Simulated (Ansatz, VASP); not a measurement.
# Two plane-wave programs on C

```
C
1.0
     2.45888    0.00000    0.00000
    -1.22944    2.12945    0.00000
     0.00000    0.00000    7.52621
C
4
Cartesian
  0.0000 0.0000 1.8816
  0.0000 0.0000 5.6447
  0.0000 1.4196 1.8816
  1.2294 0.7098 5.6447
```

Change from the starting cell: strain along c alone, the other axes held, atoms relaxed: +3.0 %.

Alike in both runs: task single point; functional PBEsol; k mesh 24 × 24 × 8; occupations gaussian, width 0.1 eV; no spin polarisation.

|  | VASP | Ansatz |
| --- | --- | --- |
| version | VASP 6.6.1 | Ansatz 0.2.0 |
| potentials or method | VASP PAW PBE potentials, release 64 (C), cutoff 520 eV | scalar-relativistic, plane waves, PAW |
| valence electrons in the cell | 16 | 16 |

Ansatz gave:

| Item | Value |
| --- | --- |
| gap on the k mesh at the Fermi level (eV) | none |
| pressure (GPa) | -0.1 |
| traceless stress, the component that is largest in VASP (GPa) | -0.13 |

Q: What did VASP give for the same quantities?

A: gap on the k mesh at the Fermi level (eV): none; pressure (GPa): 0.5; traceless stress, the component that is largest in VASP (GPa): -0.80.

VASP's potentials were made for PBE, not for PBEsol. A gap of «none» marks a metal or a gap that the smearing closes. The functional is the same, so the differences come from potentials, cutoffs and numerics.
